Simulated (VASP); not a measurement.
Input of a VASP 6.6.1 run:

File INCAR:

```
PREC = Accurate
ENCUT = 600
EDIFF = 1E-6
ISMEAR = 0
SIGMA = 0.1
LREAL = F
LASPH = T
NELM = 60
ALGO = Normal
ISIF = 3
LWAVE = F
LCHARG = F
GGA = PE
IBRION = 2
NSW = 100
EDIFFG = -0.01
```

Contents of KPOINTS:

```
Automatic mesh
0
Gamma
  10 10 10
```

POSCAR

```
Hf2B3
1.0
    4.1758221905      0.0000000000      0.0000000000
    0.0000000000      4.1758221905      0.0000000000
    0.0000000000      0.0000000000      4.1758221905
Hf B
2 3
Direct
    0.0000000000      0.0000000000      0.0000000000
    0.5000000000      0.5000000000      0.5000000000
    0.0000000000      0.5000000000      0.5000000000
    0.5000000000      0.0000000000      0.5000000000
    0.5000000000      0.5000000000      0.0000000000
```

Potentials or basis: VASP PAW PBE potentials, release 64 (Hf_pv, B).

Command:

```sh
$ cat potpaw_PBE.64/Hf_pv/POTCAR potpaw_PBE.64/B/POTCAR > POTCAR
$ mpirun -np 1 vasp_std > vasp.out
```

Predict the space group after relaxing (to 0.05 Å).

Pm-3m (No. 221).

Estimate the relaxed volume.

14.69 Å³/atom.

What does it give for the relaxed cell?

a = 4.188 Å, b = 4.188 Å, c = 4.188 Å, α = 90.00°, β = 90.00°, γ = 90.00°.

Final structure:
```cif
data_structure
_symmetry_space_group_name_H-M 'P 1'
_symmetry_Int_Tables_number 1
_cell_length_a 4.1881
_cell_length_b 4.1881
_cell_length_c 4.1881
_cell_angle_alpha 90.000
_cell_angle_beta 90.000
_cell_angle_gamma 90.000
_cell_volume 73.46
loop_
_atom_site_label
_atom_site_type_symbol
_atom_site_fract_x
_atom_site_fract_y
_atom_site_fract_z
_atom_site_occupancy
Hf1 Hf 0.00000 0.00000 0.00000 1
Hf2 Hf 0.50000 0.50000 0.50000 1
B1 B 0.00000 0.50000 0.50000 1
B2 B 0.50000 0.00000 0.50000 1
B3 B 0.50000 0.50000 0.00000 1
```
